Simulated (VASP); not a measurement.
## AlRu: relaxation of cell and atoms with BLYP+D3(BJ)

Crystal: AlRu.

```xyz
2
Lattice="2.9916 0.0000 0.0000 0.0000 2.9916 0.0000 0.0000 0.0000 2.9916" Properties=species:S:1:pos:R:3 pbc="T T T"
Ru    1.4958    1.4958    1.4958
Al    0.0000    0.0000    0.0000
```

```json
{
  "Program": "VASP 6.6.1",
  "Task": "relaxation of cell and atoms",
  "Functional": "BLYP",
  "Dispersion": "D3(BJ)",
  "Potentials or basis": "VASP PAW PBE potentials, release 64 (Ru_pv, Al)",
  "Cutoff": "600 eV",
  "k mesh": "9 × 9 × 9",
  "Occupations": "fermi-dirac, width 0.05 eV",
  "Spin": "no spin polarisation",
  "Dipole correction": "no",
  "Further INCAR settings": "ALGO = Normal; EDIFF = 1e-07; IBRION = 2; EDIFFG = -0.01; NSW = 60; ISIF = 3"
}
```

* Relaxed volume: 13.05 Å³/atom
* Relaxed cell: a = 2.966 Å, b = 2.966 Å, c = 2.966 Å, α = 90.00°, β = 90.00°, γ = 90.00°
* Space group after relaxing (to 0.05 Å): Pm-3m (No. 221)
* Energy gained by relaxing: 5.9 meV/atom
* Ionic steps: 3
* Pressure after relaxing: -0.1 GPa
* Dispersion energy per atom: -1.225 eV

The path:
```csv
step,energy change (eV),largest force (eV/Å),pressure (GPa),volume (Å³)
1,0.0000,0.0000,-5.40,26.77
2,0.0176,0.0000,9.59,25.06
3,-0.0119,0.0000,-0.07,26.09
```

Final structure:
```
Ru Al
1.0
     2.96601    0.00000    0.00000
     0.00000    2.96601    0.00000
     0.00000    0.00000    2.96601
Ru Al
1 1
Direct
  0.50000 0.50000 0.50000
  0.00000 0.00000 0.00000
```

Levels at points of the mesh, in eV from the Fermi level:
```tsv
k point	band 5	band 6	band 7	band 8	band 9	band 10	band 11	band 12
(0.00, 0.00, 0.00)	-3.58	-3.58	0.21	0.21	0.21	6.29	6.29	6.29
```

It took 70 s on 1 thread of Intel Xeon 8259CL, with other jobs on the host, peak memory 0.16 GiB.

Caveat: the PAW data sets were made with another functional, which shifts forces and pressure a little; pairwise dispersion overbinds metals, which lowers pressure and volume.
